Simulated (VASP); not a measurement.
Set up this calculation in VASP 6.6.1, as the native input.

| Item | Value |
| --- | --- |
| Task | density of states |
| Functional | PBE |
| Potentials or basis | VASP PAW PBE potentials, release 64 (Ti_sv) |
| Cutoff | 520 eV |
| k mesh | 16 × 16 × 16 |
| Occupations | fermi-dirac, width 0.1 eV |
| Spin | no spin polarisation |
| Dipole correction | no |
| k mesh for the DOS | 24 × 24 × 24 |
| Occupations for the DOS | tetrahedron |
| Further INCAR settings | ALGO = Normal; EDIFF = 1e-06; NBANDS = 12 |

Crystal: Ti.

```
Ti
1.0
    -1.20087    1.20087    1.20087
     1.20087   -1.20087    1.20087
     1.20087    1.20087   -1.20087
Ti
1
Direct
  0.00000 0.00000 0.00000
```

This cell differs from its parent crystal: volume scaled by 0.4.

One way to write it, as run:

POSCAR

```
Ti
1.0
   -1.2008738459      1.2008738459      1.2008738459
    1.2008738459     -1.2008738459      1.2008738459
    1.2008738459      1.2008738459     -1.2008738459
Ti
1
Direct
    0.0000000000      0.0000000000      0.0000000000
```

INCAR.step1

```
  ALGO = Normal
  EDIFF = 1E-6
  ENCUT = 520
  GGA = PE
  ISIF = 2
  ISMEAR = -1
  LASPH = T
  LCHARG = T
  LMAXMIX = 4
  LREAL = F
  LWAVE = F
  NBANDS = 12
  NELM = 60
  PREC = Accurate
  SIGMA = 0.1
```

KPOINTS.step1

```
k-points
0
Gamma
  16 16 16
```

INCAR.step2

```
  ALGO = Normal
  EDIFF = 1E-6
  ENCUT = 520
  GGA = PE
  ICHARG = 11
  ISIF = 2
  ISMEAR = -5
  LASPH = T
  LCHARG = F
  LMAXMIX = 4
  LORBIT = 11
  LREAL = F
  LWAVE = F
  NBANDS = 12
  NEDOS = 1001
  NELM = 60
  PREC = Accurate
  SIGMA = 0.1
```

KPOINTS.step2

```
k-points
0
Gamma
  24 24 24
```

Potentials or basis: VASP PAW PBE potentials, release 64 (Ti_sv).

Command:

```bash
$ cat potpaw_PBE.64/Ti_sv/POTCAR > POTCAR
$ cp INCAR.step1 INCAR
$ cp KPOINTS.step1 KPOINTS
$ mpirun -np 1 vasp_std > vasp.out
$ cp INCAR.step2 INCAR
$ cp KPOINTS.step2 KPOINTS
$ mpirun -np 1 vasp_std > vasp.out
```

Run time: 97 s on 1 thread of AMD EPYC 7R13 (shared host), peak memory 0.15 GiB.
